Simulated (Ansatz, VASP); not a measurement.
# One calculation of Ti3Al, two programs

File INCAR:

```
SYSTEM = Ti3Al
ALGO = Normal ; EDIFF = 1E-6
ENCUT = 520 ; GGA = PS
ISIF = 2 ; ISMEAR = 1
LASPH = .True. ; LCHARG = .False.
LREAL = .False. ; LWAVE = .False.
NBANDS = 28 ; NELM = 80
PREC = Accurate ; SIGMA = 0.15
```

The input KPOINTS:

```
k-points
0
Gamma
  6 6 6
  0 0 0
```

File POSCAR:

```
Ti3Al
1.0
    0.0000000000      3.2317810000      3.2317810000
    3.2317810000      0.0000000000      3.2317810000
    3.2317810000      3.2317810000      0.0000000000
Ti Al
3 1
Direct
    0.7500000000      0.7500000000      0.7500000000
    0.2500000000      0.2500000000      0.2500000000
    0.0000000000      0.0000000000      0.0000000000
    0.5000000000      0.5000000000      0.5000000000
```

Input for Ansatz:

```yaml
crystal:
  lattice:
    - [0.0, 3.231781, 3.231781]
    - [3.231781, 0.0, 3.231781]
    - [3.231781, 3.231781, 0.0]
  atoms:
    - { symbol: Ti, position: [0.75, 0.75, 0.75] }
    - { symbol: Ti, position: [0.25, 0.25, 0.25] }
    - { symbol: Ti, position: [0.0, 0.0, 0.0] }
    - { symbol: Al, position: [0.5, 0.5, 0.5] }
basis:
  ecutwfc: 500.0
kpoints:
  mp_grid:
    grid: [6, 6, 6]
hamiltonian:
  xc: pbesol
  pseudopotentials:
    kind: paw
scf:
  occupations:
    method: cold
    width: 0.15
output:
  stress: true
```

Alike in both runs: task single point; functional PBEsol; k mesh 6 × 6 × 6; no spin polarisation.

|  | VASP | Ansatz |
| --- | --- | --- |
| version | VASP 6.6.1 | Ansatz 0.2.0 |
| potentials or method | VASP PAW PBE potentials, release 64 (Ti_sv, Al), cutoff 520 eV | plane waves, PAW |
| occupations | methfessel-paxton of order 1, width 0.15 eV | cold, width 0.15 eV |
| valence electrons in the cell | 39 | 39 |

|  | VASP | Ansatz | Ansatz less VASP |
| --- | --- | --- | --- |
| pressure (GPa) | -5.1 | -5.0 | +0.04 |

VASP's potentials were made for PBE, not for PBEsol.
